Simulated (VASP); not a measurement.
Runs of VASP 6.6.1 on In4BiP3. The structure is that of space group P-43m (No. 215), or close to it. The cells are those of the table. 

```tsv
cell	gap on the mesh (eV)	pressure (GPa)	largest force (eV/Å)
a = 6.237 Å, 8 atoms	none	-3.0	0.07
a = 6.177 Å, 8 atoms	none	-1.7	0.04
a = 6.055 Å, 8 atoms	-	(a)	0.02
a = 6.117 Å, 8 atoms	none	-0.1	-
a = 5.992 Å, 8 atoms	(b)	3.9	0.05
```

Alike in all rows: task single point; level r2SCAN; potentials or basis VASP PAW PBE potentials, release 64 (P, In_d, Bi_d); no spin polarisation; k mesh 4 × 4 × 4; cutoff (eV) 520; smearing fermi-dirac 0.02 eV.

**Question.** Fill in the values left out.

**Answer.** (a) 1.7; (b) 0.12.

Caveats: the PAW data sets were made with another functional, which shifts forces and pressure a little; spin-orbit coupling is left out, which moves the levels of the heavy elements; the cell stands under pressure (at least some runs).

A k mesh can miss the band edges, and the runs leave out spin-orbit coupling on Bi, In.

A gap of «none» marks levels without a gap at the run's occupations.
